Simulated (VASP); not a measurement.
# HfS2 (P-3m1) in VASP: relaxation of the atoms with PBE+D3(BJ)

Aim: the relaxation of the atoms of HfS2 with PBE+D3(BJ).

Everything below comes from runs of VASP 6.6.1. Logs are shortened: lines on timing, memory, paths and dates and some standing lists are left out, and cuts for length are marked.

## (1) The cell of the first run

The structure is trigonal, space group P-3m1 (No. 164). Conventional cell: a = 3.552 Å, b = 3.552 Å, c = 5.684 Å, α = 90.00°, β = 90.00°, γ = 120.00°. Hf (site symmetry -3m) has 6 S at 2.50 Å within 3.3 Å. Within 3.3 Å of S (site symmetry 3m) lie 3 Hf at 2.50 Å.

## (2) Relaxation of the atoms, PBE+D3(BJ) (equal strain along all axes, cell held: -1.5 %)

INCAR

```
SYSTEM = HfS2
PREC = Accurate
ENCUT = 450
EDIFF = 1E-7
ISMEAR = 0
SIGMA = 0.02
LREAL = .False.
LASPH = .True.
NELM = 120
ALGO = Normal
ISIF = 2
LWAVE = .False.
LCHARG = .False.
GGA = PE
IVDW = 12
IBRION = 2
NSW = 60
EDIFFG = -0.008
GGA_COMPAT = .False.
NELMIN = 4
```

KPOINTS

```
regular mesh
0
Gamma
  12 12 6
  0 0 0
```

POSCAR

```
HfS2
1.0
    3.5517749015      0.0000000000      0.0000000000
   -1.7758874507      3.0759272932      0.0000000000
    0.0000000000      0.0000000000      5.6838319324
Hf S
1 2
Direct
    0.0000000000      0.0000000000      0.0000000000
    0.6666666667      0.3333333333      0.7476059866
    0.3333333333      0.6666666667      0.2523940134
```

Potentials or basis: VASP PAW PBE potentials, release 64 (Hf_pv, S).

Started as:

```
$ cat potpaw_PBE.64/Hf_pv/POTCAR potpaw_PBE.64/S/POTCAR > POTCAR
$ mpirun -np 1 vasp_std > vasp.out
```

OUTCAR:

```text
SYSTEM = HfS2
   PREC = Accurate
   ENCUT = 450
   EDIFF = 1E-7
   ISMEAR = 0
   LREAL = .False.
   LASPH = .True.
   NELM = 120
   ISIF = 2
   GGA = PE
   IVDW = 12
   IBRION = 2
   NSW = 60
   EDIFFG = -0.008
   NELMIN = 4
 IVDW          = 12

 ion  position               nearest neighbor table
   1  0.000  0.000  0.000-   2 2.50   3 2.50   3 2.50   2 2.50   2 2.50   3 2.50
   2  0.667  0.333  0.748-   1 2.50   1 2.50   1 2.50
   3  0.333  0.667  0.252-   1 2.50   1 2.50   1 2.50

  LATTYP: Found a hexagonal cell.
 ALAT       =     3.5517749015
 C/A-ratio  =     1.6002793223

  Lattice vectors:

 A1 = (   3.5517749015,   0.0000000000,   0.0000000000)
 A2 = (  -1.7758874507,   3.0759272932,   0.0000000000)
 A3 = (   0.0000000000,   0.0000000000,   5.6838319324)

Analysis of symmetry for initial positions (statically):
=====================================================================
 Subroutine PRICEL returns:
 Original cell was already a primitive cell.

 Routine SETGRP: Setting up the symmetry group for a
 hexagonal supercell.

 Subroutine GETGRP returns: Found 12 space group operations
 (whereof 12 operations were pure point group operations)
 out of a pool of 24 trial point group operations.

The static configuration has the point symmetry D_3d.

Analysis of symmetry for dynamics (positions and initial velocities):
=====================================================================
 Subroutine PRICEL returns:
 Original cell was already a primitive cell.

 Routine SETGRP: Setting up the symmetry group for a
 hexagonal supercell.

 Subroutine GETGRP returns: Found 12 space group operations
 (whereof 12 operations were pure point group operations)
 out of a pool of 24 trial point group operations.

The dynamic configuration has the point symmetry D_3d.

 Subroutine INISYM returns: Found 12 space group operations
 (whereof 12 operations are pure point group operations),
 and found     1 'primitive' translations

----------------------------------------------------------------------------------------

                                     Primitive cell

  volume of cell :      62.0959

  direct lattice vectors                    reciprocal lattice vectors
     3.551774901  0.000000000  0.000000000     0.281549374  0.162552607  0.000000000
    -1.775887451  3.075927293  0.000000000     0.000000000  0.325105214  0.000000000
     0.000000000  0.000000000  5.683831932     0.000000000  0.000000000  0.175937644

  length of vectors
     3.551774901  3.551774901  5.683831932     0.325105214  0.325105214  0.175937644

  position of ions in fractional coordinates (direct lattice)
     0.000000000  0.000000000  0.000000000
     0.666666667  0.333333333  0.747605987
     0.333333333  0.666666667  0.252394013

  ion indices of the primitive-cell ions
   primitive index   ion index
                 1           1
                 2           2
                 3           3

----------------------------------------------------------------------------------------

 KPOINTS: regular mesh

Automatic generation of k-mesh.
 Grid dimensions read from file:
 generate k-points for:   12   12    6

 Generating k-lattice:

  Cartesian coordinates                     Fractional coordinates (reciprocal lattice)
     0.023462448  0.013546051  0.000000000     0.083333333  0.000000000  0.000000000
     0.000000000  0.027092101  0.000000000     0.000000000  0.083333333  0.000000000
     0.000000000  0.000000000  0.029322941     0.000000000  0.000000000  0.166666667

  Length of vectors
     0.027092101  0.027092101  0.029322941

  Shift w.r.t. Gamma in fractional coordinates (k-lattice)
     0.000000000  0.000000000  0.000000000

 Subroutine IBZKPT returns following result:
 ===========================================

 Found    100 irreducible k-points:

 Following reciprocal coordinates:
            Coordinates               Weight
  0.000000  0.000000  0.000000      1.000000
  0.083333  0.000000  0.000000      6.000000
  0.166667  0.000000  0.000000      6.000000
  0.250000  0.000000  0.000000      6.000000
  0.333333  0.000000  0.000000      6.000000
  0.416667  0.000000  0.000000      6.000000
[... 16 lines left out ...]
  0.166667  0.000000  0.166667      6.000000
  0.000000  0.166667  0.166667      6.000000
 [... further k-points ...]
   k-points           NKPTS =    100   k-points in BZ     NKDIM =    100   number of bands    NBANDS=     15
   number of dos      NEDOS =    301   number of ions     NIONS =      3
   total plane-waves  NPLWV =  31360
   dimension x,y,z NGX =    28 NGY =   28 NGZ =   40
   dimension x,y,z NGXF=    56 NGYF=   56 NGZF=   80
   ions per type =               1   2
   NGX,Y,Z   is equivalent  to a cutoff of  13.11, 13.11, 11.70 a.u.
   NGXF,Y,Z  is equivalent  to a cutoff of  26.21, 26.21, 23.40 a.u.
 SYSTEM =  HfS2
   PREC   = accura    normal or accurate (medium, high low for compatibility)
   ISTART =      0    job   : 0-new  1-cont  2-samecut
   ICHARG =      2    charge: 1-file 2-atom 10-const
   ISPIN  =      1    spin polarized calculation?
   LNONCOLLINEAR =      F non collinear calculations
   LSORBIT =      F    spin-orbit coupling
   LASPH  =      T    aspherical Exc in radial PAW
   ENCUT  =  450.0 eV  33.07 Ry    5.75 a.u.   6.14  6.14  9.83*2*pi/ulx,y,z
   NELM   =    120;   NELMIN=  4; NELMDL= -5     # of ELM steps
   EDIFF  = 0.1E-06   stopping-criterion for ELM
   LREAL  =      F    real-space projection
   EDIFFG = -.8E-02   stopping-criterion for IOM
   NSW    =     60    number of steps for IOM
   IBRION =      2    ionic relax: 0-MD 1-quasi-New 2-CG
   NFREE  =      1    steps in history (QN), initial steepest desc. (CG)
   ISIF   =      2    stress and relaxation
   ISYM   =      2    0-nonsym 1-usesym 2-fastsym
   POTIM  = 0.5000    time-step for ionic-motion
   TEBEG  =    0.0;   TEEND  =   0.0 temperature during run
   PSTRESS=    0.0 pullay stress
   NELECT =      22.0000    total number of electrons
   NUPDOWN=      -1.0000    fix difference up-down
   EMIN   =  10.00;   EMAX   =-10.00  energy-range for DOS
   EFERMI =   0.00;   METHOD = LEGACY
   ISMEAR =     0;   SIGMA  =   0.02  broadening in eV -4-tet -1-fermi 0-gaus
   EFERMI_NEDOS =   21; number of points for ismear=-14 and -15
   IALGO  =     38    algorithm
   IMIX   =      4    mixing-type and parameters
     AMIX     =   0.40;   BMIX     =  1.00
     AMIX_MAG =   1.60;   BMIX_MAG =  1.00
  volume/ion in A,a.u.               =      20.70       139.68
  Fermi-wavevector in a.u.,A,eV,Ry     =   1.158408  2.189073 18.257776  1.341909
  Thomas-Fermi vector in A             =   2.295010
   LORBIT       =      0    0 simple, 1 ext, 2 COOP (PROOUT), +10 PAW based schemes
   GGA     = PE    functional components
   LHFCALC =     F    Hartree Fock is set to
   AEXX    =    0.0000 exact exchange contribution
   IVDW    =    12    specifies the selected vdW correction
   LEPSILON=     F    determine dielectric tensor
   LRPA    =     F    only Hartree local field effects (RPA)
 conjugate gradient relaxation of ions
 non-spin polarized calculation
 Gauss-broadening in eV      SIGMA  =   0.02
  energy-cutoff  :      450.00
  volume of cell :       62.10
 maximum number of plane-waves:      1366
 NGX is ok and might be reduce to    28
   NGX = 13   NGY = 13   NGZ = 19

--------------------------------------- Ionic step        1  -------------------------------------------

 number of electron      22.0000002 magnetization

 Free energy of the ion-electron system (eV)
  ---------------------------------------------------
  ext. energy  EPLUGINS =         0.00000000
  ---------------------------------------------------
  free energy    TOTEN  =       -22.77995326 eV

  energy without entropy =      -22.77995326  energy(sigma->0) =      -22.77995326

------------------------ aborting loop because EDIFF is reached ----------------------------------------

 Edisp (eV)   -1.07285

 E8    (eV) :    -0.4633

  FORCE on cell =-STRESS in cart. coord.  units (eV):
  Direction    XX          YY          ZZ          XY          YZ          ZX
  --------------------------------------------------------------------------------------
  -------------------------------------------------------------------------------------
  Total       1.78127     1.78127     1.59694     0.00000     0.00000     0.00000
  in kB      45.95965    45.95965    41.20365     0.00000     0.00000     0.00000
  external pressure =       44.37 kB  Pullay stress =        0.00 kB
[... 63 lines left out ...]
  energy  without entropy=      -23.8696505761  energy(sigma->0) =      -23.86965058

--------------------------------------- Ionic step        3  -------------------------------------------

 number of electron      22.0000000 magnetization

 Free energy of the ion-electron system (eV)
  ---------------------------------------------------
  ext. energy  EPLUGINS =         0.00000000
  ---------------------------------------------------
  free energy    TOTEN  =       -22.79750803 eV

  energy without entropy =      -22.79750803  energy(sigma->0) =      -22.79750803

 E-fermi :   4.3223     XC(G=0): -10.0761

 val. band max:        4.2117019869   @ k =   0.0000   0.0000   0.0000
 cond. band min:       4.8900674648   @ k =   0.5000   0.0000   0.5000
 fundamental gap:      0.6783654780
 Fermi energy:         4.3223274167

 k-point     1 :       0.0000    0.0000    0.0000
  band No.  band energies     occupation
      1     -26.6018      2.00000
      2     -26.4751      2.00000
      3     -26.4751      2.00000
      4      -9.3495      2.00000
      5      -7.4137      2.00000
      6      -1.1761      2.00000
      7       1.2997      2.00000
      8       1.2997      2.00000
      9       4.0480      2.00000
     10       4.0480      2.00000
     11       4.2117      2.00000
     12       6.0700      0.00000
     13       6.0700      0.00000
     14       6.4866      0.00000
     15       9.3035      0.00000
[... 397 lines left out ...]
 k-point    24 :       0.0000    0.1667    0.1667
  band No.  band energies     occupation
      1     -26.5897      2.00000
      2     -26.5369      2.00000
      3     -26.4889      2.00000
      4      -8.9499      2.00000
      5      -7.5653      2.00000
      6      -0.6045      2.00000
      7       1.0250      2.00000
      8       1.4128      2.00000
      9       2.1587      2.00000
     10       3.4777      2.00000
     11       3.8675      2.00000
     12       5.8342      0.00000
     13       6.8288      0.00000
     14       7.2753      0.00000
     15       9.1696      0.00000

 [... further k-points ...]

------------------------ aborting loop because EDIFF is reached ----------------------------------------

 Edisp (eV)   -1.07403

 E8    (eV) :    -0.4640

  FORCE on cell =-STRESS in cart. coord.  units (eV):
  Direction    XX          YY          ZZ          XY          YZ          ZX
  --------------------------------------------------------------------------------------
  -------------------------------------------------------------------------------------
  Total       0.96931     0.96931     0.35707     0.00000     0.00000     0.00000
  in kB      25.00978    25.00978     9.21300     0.00000     0.00000     0.00000
  external pressure =       19.74 kB  Pullay stress =        0.00 kB
[... 18 lines left out ...]
  FREE ENERGIE OF THE ION-ELECTRON SYSTEM (eV)
  ---------------------------------------------------
  free  energy   TOTEN  =       -23.8715370875 eV

  energy  without entropy=      -23.8715370875  energy(sigma->0) =      -23.87153709

 reached required accuracy - stopping structural energy minimisation
```

Wall time 2.1 min (1 thread of Intel Xeon Platinum 8259CL at 2.50GHz (Skylake/Cascade Lake), shared host); peak memory 0.24 GiB.

Results:

```yaml
Free_energy: -23.8715 eV
Energy_gained_by_relaxing: 6.2 meV/atom
Ionic_steps: 3
Pressure_after_relaxing: 2.0 GPa
Band_gap_on_the_k_mesh: 0.68 eV (least direct gap 1.67 eV)
Dispersion_energy_per_atom: -0.358 eV
```

Forces on the atoms (eV/Å):
```
Hf   0.000  0.000  0.000
S    0.000  0.000  0.003
S    0.000  0.000 -0.003
```

Step by step:
| step | energy change (eV) | largest force (eV/Å) | pressure (GPa) |
| --- | --- | --- | --- |
| 1 | 0.0000 | 0.5160 | 4.44 |
| 2 | -0.0168 | 0.1630 | 2.75 |
| 3 | -0.0187 | 0.0025 | 1.97 |

Final structure:
```cif
data_structure
_symmetry_space_group_name_H-M 'P 1'
_symmetry_Int_Tables_number 1
_cell_length_a 3.5518
_cell_length_b 3.5518
_cell_length_c 5.6838
_cell_angle_alpha 90.000
_cell_angle_beta 90.000
_cell_angle_gamma 120.000
_cell_volume 62.10
loop_
_atom_site_label
_atom_site_type_symbol
_atom_site_fract_x
_atom_site_fract_y
_atom_site_fract_z
_atom_site_occupancy
Hf1 Hf 0.00000 0.00000 0.00000 1
S1 S 0.66667 0.33333 0.74114 1
S2 S 0.33333 0.66667 0.25886 1
```

Caveat: the cell differs from its parent crystal (equal strain along all axes, cell held: -1.5 %); spin-orbit coupling is left out, which moves the levels of the heavy elements. A k mesh can miss the band edges.
